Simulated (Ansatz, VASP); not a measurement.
## Two plane-wave programs on P

```xyz
2
Lattice="1.7141 0.9897 3.1087 -1.7141 0.9897 3.1087 0.0000 -1.9793 3.1087" Properties=species:S:1:pos:R:3 pbc="T T T"
P     0.0000    0.0000    7.2083
P     0.0000    0.0000    2.1178
```

Alike in both runs: task single point; functional r2SCAN; k mesh 9 × 9 × 9; occupations gaussian, width 0.1 eV; collinear spin.

|  | VASP | Ansatz |
| --- | --- | --- |
| version | VASP 6.6.1 | Ansatz 0.2.0 |
| potentials or method | VASP PAW PBE potentials, release 64 (P) | Ansatz NC |
| plane-wave cutoff (eV) | 520 | 560 |
| valence electrons in the cell | 10 | 10 |

VASP gave:

- gap on the k mesh at the Fermi level (eV): none
- pressure (GPa): 2.1
- traceless stress, the component that is largest in VASP (GPa): -0.84
- rms of the force components (eV/Å): 0.041
- net moment per atom (μB): 0.00

Task: What did Ansatz give for the same quantities?

Result: gap on the k mesh at the Fermi level (eV): none; pressure (GPa): 2.6; traceless stress, the component that is largest in VASP (GPa): -0.96; rms of the force components (eV/Å): 0.085; net moment per atom (μB): 0.00.

VASP's potentials were made for PBE, not for r2SCAN. Atom by atom the forces differ by 0.044 eV/Å (rms over components). A gap of «none» marks a metal or a gap that the smearing closes.
